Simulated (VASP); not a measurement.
The system is BN.

```
CELL_PARAMETERS angstrom
0.00000 1.81300 1.81300
1.81300 0.00000 1.81300
1.81300 1.81300 0.00000
ATOMIC_POSITIONS crystal
N 0.25000 0.25000 0.25000
B 0.00000 0.00000 0.00000
```

Base run:

- Program: VASP 6.6.1
- Functional: PBEsol
- Potentials or basis: VASP PAW PBE potentials, release 64 (N, B)
- Cutoff: 520 eV
- k mesh: 13 × 13 × 13
- Occupations: gaussian, width 0.01 eV
- Spin: no spin polarisation

Its results: band gap on the k mesh 4.34 eV, indirect (least direct gap 8.72 eV); electronic dielectric tensor (diagonal) 4.65.

Task: The run is repeated on the same cell with these changes: functional from PBEsol to PBE. What comes out?

Result: Band gap on the k mesh 4.52 eV, indirect (least direct gap 8.78 eV); electronic dielectric tensor (diagonal) 4.62.

A k mesh can miss the band edges.
